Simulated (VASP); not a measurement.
**ZnS: single point with LDA**

The system is ZnS.

```xyz
6
Lattice="1.9031 1.0987 9.3519 -1.9031 1.0987 9.3519 0.0000 -2.1975 9.3519" Properties=species:S:1:pos:R:3 pbc="T T T"
Zn    0.0000    0.0000   28.0550
Zn    0.0000    0.0000    6.2360
Zn    0.0000    0.0000   12.4740
S     0.0000    0.0000    2.3361
S     0.0000    0.0000   14.8091
S     0.0000    0.0000    8.5672
```

| Quantity | Value |
| --- | --- |
| Program | VASP 6.6.1 |
| Task | single point |
| Functional | LDA |
| Potentials or basis | VASP PAW LDA potentials, release 64 (Zn, S) |
| Cutoff | 520 eV |
| k mesh | 6 × 6 × 6 |
| Occupations | gaussian, width 0.01 eV |
| Spin | no spin polarisation |
| Dipole correction | no |
| Further INCAR settings | ALGO = Normal; EDIFF = 1e-06; NBANDS = 36 |

```json
{
  "Pressure": "-3.7 GPa",
  "Largest force": "0.014 eV/Å",
  "Band gap on the k mesh": "1.97 eV"
}
```

Forces on the atoms (eV/Å):
```
Zn   0.000  0.000 -0.005
Zn   0.000  0.000  0.002
Zn   0.000  0.000 -0.014
S    0.000  0.000  0.007
S    0.000  0.000  0.002
S    0.000  0.000  0.007
```

Levels at points of the mesh, in eV from the valence-band top:
```tsv
k point	band 23	band 24	band 25	band 26	band 27	band 28	band 29	band 30	band 31	band 32
(0.00, 0.00, 0.00)	-0.70	-0.70	-0.06	0.00	0.00	1.97	3.13	3.28	6.18	6.18
(0.50, 0.00, 0.00)	-2.20	-1.98	-1.97	-1.33	-0.90	3.13	3.70	3.87	4.72	5.12
(0.50, 0.50, 0.00)	-2.28	-1.93	-1.30	-1.29	-1.29	3.13	3.45	4.09	4.79	5.65
(0.50, 0.50, 0.50)	-0.91	-0.26	-0.26	-0.24	-0.24	2.98	3.11	3.25	6.10	6.17
```

It took 19 min on 1 thread of Intel Xeon 8259CL (shared host), peak memory 0.52 GiB.

Caveat: the cell stands under tension. A k mesh can miss the band edges.
